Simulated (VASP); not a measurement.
# Li27H26Br (a cell with a defect) in VASP: relaxation of the atoms with PBE

Aim: the relaxation of the atoms of Li27H26Br (a cell with a defect) with PBE.

All numbers are computed with VASP 6.6.1; they aren't measurements. Logs are shortened: lines on timing, memory, paths and dates and some standing lists are left out, and cuts for length are marked.

## 1. The cell of the first run

The cell holds a defect, 54 atoms: a = 8.641 Å, b = 8.641 Å, c = 8.641 Å, α = 60.00°, β = 60.00°, γ = 60.00°.

## 2. Relaxation of the atoms, PBE

The input, INCAR:

```
PREC = Accurate
ENCUT = 520
EDIFF = 1E-7
ISMEAR = -1
SIGMA = 0.01
LREAL = Auto
LASPH = T
NELM = 80
ALGO = Normal
ISIF = 2
LWAVE = F
LCHARG = F
GGA = PE
IBRION = 2
NSW = 60
EDIFFG = -0.03
KPAR = 2
```

The input, KPOINTS:

```
Automatic mesh
0
Gamma
  3 3 3
```

The input, POSCAR:

```
Li27H26Br
1.0
    0.0000000000      6.1102500000      6.1102500000
    6.1102500000      0.0000000000      6.1102500000
    6.1102500000      6.1102500000      0.0000000000
Li Br H
27 1 26
Direct
    0.0000000000      0.0000000000      0.0000000000
    0.0000000000      0.0000000000      0.3333333333
    0.0000000000      0.0000000000      0.6666666667
    0.0000000000      0.3333333333      0.0000000000
    0.0000000000      0.3333333333      0.3333333333
    0.0000000000      0.3333333333      0.6666666667
    0.0000000000      0.6666666667      0.0000000000
    0.0000000000      0.6666666667      0.3333333333
    0.0000000000      0.6666666667      0.6666666667
    0.3333333333      0.0000000000      0.0000000000
    0.3333333333      0.0000000000      0.3333333333
    0.3333333333      0.0000000000      0.6666666667
    0.3333333333      0.3333333333      0.0000000000
    0.3333333333      0.3333333333      0.3333333333
    0.3333333333      0.3333333333      0.6666666667
    0.3333333333      0.6666666667      0.0000000000
    0.3333333333      0.6666666667      0.3333333333
    0.3333333333      0.6666666667      0.6666666667
    0.6666666667      0.0000000000      0.0000000000
    0.6666666667      0.0000000000      0.3333333333
    0.6666666667      0.0000000000      0.6666666667
    0.6666666667      0.3333333333      0.0000000000
    0.6666666667      0.3333333333      0.3333333333
    0.6666666667      0.3333333333      0.6666666667
    0.6666666667      0.6666666667      0.0000000000
    0.6666666667      0.6666666667      0.3333333333
    0.6666666667      0.6666666667      0.6666666667
    0.1666666667      0.1666666667      0.1666666667
    0.1666666667      0.1666666667      0.5000000000
    0.1666666667      0.1666666667      0.8333333333
    0.1666666667      0.5000000000      0.1666666667
    0.1666666667      0.5000000000      0.5000000000
    0.1666666667      0.5000000000      0.8333333333
    0.1666666667      0.8333333333      0.1666666667
    0.1666666667      0.8333333333      0.5000000000
    0.1666666667      0.8333333333      0.8333333333
    0.5000000000      0.1666666667      0.1666666667
    0.5000000000      0.1666666667      0.5000000000
    0.5000000000      0.1666666667      0.8333333333
    0.5000000000      0.5000000000      0.1666666667
    0.5000000000      0.5000000000      0.5000000000
    0.5000000000      0.5000000000      0.8333333333
    0.5000000000      0.8333333333      0.1666666667
    0.5000000000      0.8333333333      0.5000000000
    0.5000000000      0.8333333333      0.8333333333
    0.8333333333      0.1666666667      0.1666666667
    0.8333333333      0.1666666667      0.5000000000
    0.8333333333      0.1666666667      0.8333333333
    0.8333333333      0.5000000000      0.1666666667
    0.8333333333      0.5000000000      0.5000000000
    0.8333333333      0.5000000000      0.8333333333
    0.8333333333      0.8333333333      0.1666666667
    0.8333333333      0.8333333333      0.5000000000
    0.8333333333      0.8333333333      0.8333333333
```

Potentials or basis: VASP PAW PBE potentials, release 64 (Li_sv, Br, H).

Command:

```console
> cat potpaw_PBE.64/Li_sv/POTCAR potpaw_PBE.64/Br/POTCAR potpaw_PBE.64/H/POTCAR > POTCAR
> mpirun -np 2 vasp_std > vasp.out
```

OUTCAR:

```text
PREC = Accurate
   ENCUT = 520
   EDIFF = 1E-7
   ISMEAR = -1
   LREAL = Auto
   LASPH = T
   NELM = 80
   ISIF = 2
   GGA = PE
   IBRION = 2
   NSW = 60
   EDIFFG = -0.03

 ion  position               nearest neighbor table
   1  0.000  0.000  0.000-
   2  0.000  0.000  0.333-  28 2.04
   3  0.000  0.000  0.667-
   4  0.000  0.333  0.000-  28 2.04
   5  0.000  0.333  0.333-  28 2.04
   6  0.000  0.333  0.667-
   7  0.000  0.667  0.000-
   8  0.000  0.667  0.333-
   9  0.000  0.667  0.667-
  10  0.333  0.000  0.000-  28 2.04
  11  0.333  0.000  0.333-  28 2.04
  12  0.333  0.000  0.667-
  13  0.333  0.333  0.000-  28 2.04
  14  0.333  0.333  0.333-
  15  0.333  0.333  0.667-
  16  0.333  0.667  0.000-
  17  0.333  0.667  0.333-
  18  0.333  0.667  0.667-
  19  0.667  0.000  0.000-
  20  0.667  0.000  0.333-
  21  0.667  0.000  0.667-
  22  0.667  0.333  0.000-
  23  0.667  0.333  0.333-
  24  0.667  0.333  0.667-
  25  0.667  0.667  0.000-
  26  0.667  0.667  0.333-
  27  0.667  0.667  0.667-
  28  0.167  0.167  0.167-   5 2.04  11 2.04  13 2.04  10 2.04   4 2.04   2 2.04
  29  0.167  0.167  0.500-
  30  0.167  0.167  0.833-
  31  0.167  0.500  0.167-
  32  0.167  0.500  0.500-
  33  0.167  0.500  0.833-
  34  0.167  0.833  0.167-
[... 18 lines left out ...]
  53  0.833  0.833  0.500-
  54  0.833  0.833  0.833-

  LATTYP: Found a face centered cubic cell.
 ALAT       =    12.2205000000

  Lattice vectors:

 A1 = (   0.0000000000,   6.1102500000,   6.1102500000)
 A2 = (   6.1102500000,   0.0000000000,   6.1102500000)
 A3 = (   6.1102500000,   6.1102500000,   0.0000000000)

Analysis of symmetry for initial positions (statically):
=====================================================================
 Subroutine PRICEL returns:
 Original cell was already a primitive cell.

 Routine SETGRP: Setting up the symmetry group for a
 face centered cubic supercell.

 Subroutine GETGRP returns: Found 48 space group operations
 (whereof  6 operations were pure point group operations)
 out of a pool of 48 trial point group operations.

The static configuration has the point symmetry C_3v.
 The point group associated with its full space group is O_h .

Analysis of symmetry for dynamics (positions and initial velocities):
=====================================================================
 Subroutine PRICEL returns:
 Original cell was already a primitive cell.

 Routine SETGRP: Setting up the symmetry group for a
 face centered cubic supercell.

 Subroutine GETGRP returns: Found 48 space group operations
 (whereof  6 operations were pure point group operations)
 out of a pool of 48 trial point group operations.

The dynamic configuration has the point symmetry C_3v.
 The point group associated with its full space group is O_h .

 Subroutine INISYM returns: Found 48 space group operations
 (whereof  6 operations are pure point group operations),
 and found     1 'primitive' translations

----------------------------------------------------------------------------------------

                                     Primitive cell

  volume of cell :     456.2543

  direct lattice vectors                    reciprocal lattice vectors
     0.000000000  6.110250000  6.110250000    -0.081829712  0.081829712  0.081829712
     6.110250000  0.000000000  6.110250000     0.081829712 -0.081829712  0.081829712
     6.110250000  6.110250000  0.000000000     0.081829712  0.081829712 -0.081829712

  length of vectors
     8.641198419  8.641198419  8.641198419     0.141733219  0.141733219  0.141733219

  position of ions in fractional coordinates (direct lattice)
     0.000000000  0.000000000  0.000000000
     0.000000000  0.000000000  0.333333333
     0.000000000  0.000000000  0.666666667
     0.000000000  0.333333333  0.000000000
     0.000000000  0.333333333  0.333333333
     0.000000000  0.333333333  0.666666667
[... 46 lines left out ...]
     0.833333333  0.833333333  0.500000000
     0.833333333  0.833333333  0.833333333

  ion indices of the primitive-cell ions
   primitive index   ion index
                 1           1
                 2           2
                 3           3
                 4           4
                 5           5
                 6           6
[... 46 lines left out ...]
                53          53
                54          54

----------------------------------------------------------------------------------------

 KPOINTS: Automatic mesh

Automatic generation of k-mesh.
 Grid dimensions read from file:
 generate k-points for:    3    3    3

 Generating k-lattice:

  Cartesian coordinates                     Fractional coordinates (reciprocal lattice)
    -0.027276571  0.027276571  0.027276571     0.333333333  0.000000000  0.000000000
     0.027276571 -0.027276571  0.027276571     0.000000000  0.333333333  0.000000000
     0.027276571  0.027276571 -0.027276571     0.000000000  0.000000000  0.333333333

  Length of vectors
     0.047244406  0.047244406  0.047244406

  Shift w.r.t. Gamma in fractional coordinates (k-lattice)
     0.000000000  0.000000000  0.000000000

 Subroutine IBZKPT returns following result:
 ===========================================

 Found      4 irreducible k-points:

 Following reciprocal coordinates:
            Coordinates               Weight
  0.000000  0.000000  0.000000      1.000000
  0.333333  0.000000  0.000000      8.000000
  0.333333  0.333333  0.000000      6.000000
 -0.333333  0.333333  0.000000     12.000000
   k-points           NKPTS =      4   k-points in BZ     NKDIM =      4   number of bands    NBANDS=     85
   number of dos      NEDOS =    301   number of ions     NIONS =     54
   total plane-waves  NPLWV = 262144
   dimension x,y,z NGX =    64 NGY =   64 NGZ =   64
   dimension x,y,z NGXF=   128 NGYF=  128 NGZF=  128
   ions per type =              27   1  26
   NGX,Y,Z   is equivalent  to a cutoff of  12.31, 12.31, 12.31 a.u.
   NGXF,Y,Z  is equivalent  to a cutoff of  24.63, 24.63, 24.63 a.u.
 SYSTEM =  unknown system
   PREC   = accura    normal or accurate (medium, high low for compatibility)
   ISTART =      0    job   : 0-new  1-cont  2-samecut
   ICHARG =      2    charge: 1-file 2-atom 10-const
   ISPIN  =      1    spin polarized calculation?
   LNONCOLLINEAR =      F non collinear calculations
   LSORBIT =      F    spin-orbit coupling
   LASPH  =      T    aspherical Exc in radial PAW
   ENCUT  =  520.0 eV  38.22 Ry    6.18 a.u.  16.07 16.07 16.07*2*pi/ulx,y,z
   NELM   =     80;   NELMIN=  2; NELMDL= -5     # of ELM steps
   EDIFF  = 0.1E-06   stopping-criterion for ELM
   LREAL  =      T    real-space projection
   EDIFFG = -.3E-01   stopping-criterion for IOM
   NSW    =     60    number of steps for IOM
   IBRION =      2    ionic relax: 0-MD 1-quasi-New 2-CG
   NFREE  =      1    steps in history (QN), initial steepest desc. (CG)
   ISIF   =      2    stress and relaxation
   ISYM   =      2    0-nonsym 1-usesym 2-fastsym
   POTIM  = 0.5000    time-step for ionic-motion
   TEBEG  =    0.0;   TEEND  =   0.0 temperature during run
   PSTRESS=    0.0 pullay stress
   NELECT =     114.0000    total number of electrons
   NUPDOWN=      -1.0000    fix difference up-down
   EMIN   =  10.00;   EMAX   =-10.00  energy-range for DOS
   EFERMI =   0.00;   METHOD = LEGACY
   ISMEAR =    -1;   SIGMA  =   0.01  broadening in eV -4-tet -1-fermi 0-gaus
   EFERMI_NEDOS =   21; number of points for ismear=-14 and -15
   IALGO  =     38    algorithm
   IMIX   =      4    mixing-type and parameters
     AMIX     =   0.40;   BMIX     =  1.00
     AMIX_MAG =   1.60;   BMIX_MAG =  1.00
  volume/ion in A,a.u.               =       8.45        57.02
  Fermi-wavevector in a.u.,A,eV,Ry     =   1.031116  1.948526 14.465713  1.063200
  Thomas-Fermi vector in A             =   2.165248
   LORBIT       =      0    0 simple, 1 ext, 2 COOP (PROOUT), +10 PAW based schemes
   GGA     = PE    functional components
   LHFCALC =     F    Hartree Fock is set to
   AEXX    =    0.0000 exact exchange contribution
   IVDW    =     0    specifies the selected vdW correction
   LEPSILON=     F    determine dielectric tensor
   LRPA    =     F    only Hartree local field effects (RPA)
 conjugate gradient relaxation of ions
 non-spin polarized calculation
  energy-cutoff  :      520.00
  volume of cell :      456.25
 maximum number of plane-waves:     12339
   NGX = 33   NGY = 33   NGZ = 33

--------------------------------------- Ionic step        1  -------------------------------------------

 number of electron     114.0000001 magnetization

 Free energy of the ion-electron system (eV)
  ---------------------------------------------------
  ext. energy  EPLUGINS =         0.00000000
  ---------------------------------------------------
  free energy    TOTEN  =      -161.77191473 eV

  energy without entropy =     -161.77191473  energy(sigma->0) =     -161.77191473

------------------------ aborting loop because EDIFF is reached ----------------------------------------

  FORCE on cell =-STRESS in cart. coord.  units (eV):
  Direction    XX          YY          ZZ          XY          YZ          ZX
  --------------------------------------------------------------------------------------
  -------------------------------------------------------------------------------------
  Total        7.9600637      7.9600637      7.9600637      0.0000000      0.0000000      0.0000000
  in kB       27.9524699     27.9524699     27.9524699      0.0000000      0.0000000      0.0000000
  external PRESSURE =      27.9524699 kB  Pullay stress =       0.0000000 kB
[... 245 lines left out ...]
  FREE ENERGIE OF THE ION-ELECTRON SYSTEM (eV)
  ---------------------------------------------------
  free  energy   TOTEN  =      -163.6714746778 eV

  energy  without entropy=     -163.6714746778  energy(sigma->0) =     -163.67147468

[... ionic steps 4 to 7 ...]

--------------------------------------- Ionic step        8  -------------------------------------------

 number of electron     114.0000026 magnetization

------------------------ aborting loop because EDIFF is reached ----------------------------------------
[... 171 lines left out ...]
--------------------------------------- Ionic step       10  -------------------------------------------

 number of electron     114.0000030 magnetization

 Free energy of the ion-electron system (eV)
  ---------------------------------------------------
  ext. energy  EPLUGINS =         0.00000000
  ---------------------------------------------------
  free energy    TOTEN  =      -163.89247152 eV

  energy without entropy =     -163.89247152  energy(sigma->0) =     -163.89247152

 E-fermi :   0.4561     XC(G=0):  -8.5416

 val. band max:        0.1124760761   @ k =  -0.3333   0.3333   0.0000
 cond. band min:       3.6401543719   @ k =  -0.3333   0.3333   0.0000
 fundamental gap:      3.5276782958
 Fermi energy:         0.4561343506

 k-point     1 :       0.0000    0.0000    0.0000
  band No.  band energies     occupation
      1     -44.2443      2.00000
      2     -44.2392      2.00000
      3     -44.2392      2.00000
      4     -44.2392      2.00000
      5     -44.2369      2.00000
      6     -44.2369      2.00000
[... 277 lines left out ...]
     68       5.5858      0.00000
     69       5.6250      0.00000
 [bands above 69 left out]

------------------------ aborting loop because EDIFF is reached ----------------------------------------

  FORCE on cell =-STRESS in cart. coord.  units (eV):
  Direction    XX          YY          ZZ          XY          YZ          ZX
  --------------------------------------------------------------------------------------
  -------------------------------------------------------------------------------------
  Total        2.9066244      2.9066244      2.9066244      0.0000000     -0.0000000      0.0000000
  in kB       10.2068694     10.2068694     10.2068694      0.0000000     -0.0000000      0.0000000
  external PRESSURE =      10.2068694 kB  Pullay stress =       0.0000000 kB
[... 69 lines left out ...]
  FREE ENERGIE OF THE ION-ELECTRON SYSTEM (eV)
  ---------------------------------------------------
  free  energy   TOTEN  =      -163.8924715179 eV

  energy  without entropy=     -163.8924715179  energy(sigma->0) =     -163.89247152

 reached required accuracy - stopping structural energy minimisation
```

Run time: 19 min. Hardware: 2 MPI ranks of Intel Xeon Platinum 8488C (Sapphire Rapids), shared host; peak memory 0.68 GiB.

Results:

| Item | Value |
| --- | --- |
| Free energy | -163.8925 eV |
| Energy gained by relaxing | 39.3 meV/atom |
| Ionic steps | 10 |
| Largest force after relaxing | 0.015 eV/Å |
| Band gap on the k mesh | 3.53 eV |

Forces on the atoms (eV/Å):
```
Li  -0.007 -0.007 -0.007
Li   0.000  0.000  0.015
Li   0.007  0.007 -0.007
Li   0.000  0.015  0.000
Li  -0.015  0.000  0.000
Li   0.001 -0.001  0.000
Li   0.007 -0.007  0.007
Li   0.001  0.000 -0.001
Li   0.000 -0.001 -0.001
Li   0.015  0.000  0.000
Li   0.000 -0.015  0.000
Li  -0.001  0.001  0.000
Li   0.000  0.000 -0.015
Li   0.007  0.007  0.007
Li  -0.007 -0.007  0.007
Li  -0.001  0.000  0.001
Li  -0.007  0.007 -0.007
Li   0.000  0.001  0.001
Li  -0.007  0.007  0.007
Li   0.000  0.001 -0.001
Li  -0.001  0.000 -0.001
Li   0.000 -0.001  0.001
Li   0.007 -0.007 -0.007
Li   0.001  0.000  0.001
Li  -0.001 -0.001  0.000
Li   0.001  0.001  0.000
Li   0.000  0.000  0.000
Br   0.000  0.000  0.000
H   -0.001 -0.001  0.000
H    0.001  0.001  0.000
H   -0.001  0.000 -0.001
H    0.000  0.000  0.000
H    0.000  0.001 -0.001
H    0.001  0.000  0.001
H    0.000 -0.001  0.001
H    0.000  0.000  0.000
H    0.000 -0.001 -0.001
H    0.000  0.000  0.000
H    0.001  0.000 -0.001
H    0.000  0.000  0.000
H    0.000  0.000  0.000
H    0.000  0.000 -0.001
H    0.001 -0.001  0.000
H    0.000 -0.001  0.000
H    0.001  0.000  0.000
H    0.000  0.001  0.001
H   -0.001  0.000  0.001
H    0.000  0.000  0.000
H   -0.001  0.001  0.000
H   -0.001  0.000  0.000
H    0.000  0.001  0.000
H    0.000  0.000  0.000
H    0.000  0.000  0.001
H    0.000  0.000  0.000
```

Step by step:
| step | energy change (eV) | largest force (eV/Å) | pressure (GPa) |
| --- | --- | --- | --- |
| 1 | 0.0000 | 2.7390 | 2.80 |
| 2 | -1.5093 | 1.1249 | 1.65 |
| 3 | -1.8996 | 0.3534 | 1.09 |
| 4 | -1.9116 | 0.3094 | 1.12 |
| 5 | -2.0050 | 0.2254 | 1.09 |
| 6 | -2.1057 | 0.0635 | 1.04 |
| 7 | -2.1058 | 0.0606 | 1.04 |
| 8 | -2.1149 | 0.0436 | 1.03 |
| 9 | -2.1190 | 0.0517 | 1.02 |
| 10 | -2.1206 | 0.0149 | 1.02 |

Final structure:
```cif
data_structure
_symmetry_space_group_name_H-M 'P 1'
_symmetry_Int_Tables_number 1
_cell_length_a 8.6412
_cell_length_b 8.6412
_cell_length_c 8.6412
_cell_angle_alpha 60.000
_cell_angle_beta 60.000
_cell_angle_gamma 60.000
_cell_volume 456.25
loop_
_atom_site_label
_atom_site_type_symbol
_atom_site_fract_x
_atom_site_fract_y
_atom_site_fract_z
_atom_site_occupancy
Li1 Li 0.99950 0.99950 0.99950 1
Li2 Li 0.97690 0.97690 0.35643 1
Li3 Li 0.99950 0.99950 0.66817 1
Li4 Li 0.97690 0.35643 0.97690 1
Li5 Li 0.97690 0.35643 0.35643 1
Li6 Li 0.00215 0.33118 0.66667 1
Li7 Li 0.99950 0.66817 0.99950 1
Li8 Li 0.00215 0.66667 0.33118 1
Li9 Li 0.00215 0.66667 0.66667 1
Li10 Li 0.35643 0.97690 0.97690 1
Li11 Li 0.35643 0.97690 0.35643 1
Li12 Li 0.33118 0.00215 0.66667 1
Li13 Li 0.35643 0.35643 0.97690 1
Li14 Li 0.33383 0.33383 0.33383 1
Li15 Li 0.33383 0.33383 0.66516 1
Li16 Li 0.33118 0.66667 0.00215 1
Li17 Li 0.33383 0.66516 0.33383 1
Li18 Li 0.33118 0.66667 0.66667 1
Li19 Li 0.66817 0.99950 0.99950 1
Li20 Li 0.66667 0.00215 0.33118 1
Li21 Li 0.66667 0.00215 0.66667 1
Li22 Li 0.66667 0.33118 0.00215 1
Li23 Li 0.66516 0.33383 0.33383 1
Li24 Li 0.66667 0.33118 0.66667 1
Li25 Li 0.66667 0.66667 0.00215 1
Li26 Li 0.66667 0.66667 0.33118 1
Li27 Li 0.66667 0.66667 0.66667 1
Br1 Br 0.16667 0.16667 0.16667 1
H1 H 0.16667 0.16667 0.51030 1
H2 H 0.16667 0.16667 0.82303 1
H3 H 0.16667 0.51030 0.16667 1
H4 H 0.16568 0.50033 0.50033 1
H5 H 0.16667 0.51030 0.82303 1
H6 H 0.16667 0.82303 0.16667 1
H7 H 0.16667 0.82303 0.51030 1
H8 H 0.16765 0.83301 0.83301 1
H9 H 0.51030 0.16667 0.16667 1
H10 H 0.50033 0.16568 0.50033 1
H11 H 0.51030 0.16667 0.82303 1
H12 H 0.50033 0.50033 0.16568 1
H13 H 0.50033 0.50033 0.50033 1
H14 H 0.50518 0.50518 0.82815 1
H15 H 0.51030 0.82303 0.16667 1
H16 H 0.50518 0.82815 0.50518 1
H17 H 0.50518 0.82815 0.82815 1
H18 H 0.82303 0.16667 0.16667 1
H19 H 0.82303 0.16667 0.51030 1
H20 H 0.83301 0.16765 0.83301 1
H21 H 0.82303 0.51030 0.16667 1
H22 H 0.82815 0.50518 0.50518 1
H23 H 0.82815 0.50518 0.82815 1
H24 H 0.83301 0.83301 0.16765 1
H25 H 0.82815 0.82815 0.50518 1
H26 H 0.83301 0.83301 0.83301 1
```

Caveat: the cutoff is under 1.25 times the usual one of these potentials, so pressure, stress and relaxed cells hold a basis-set (Pulay) error.
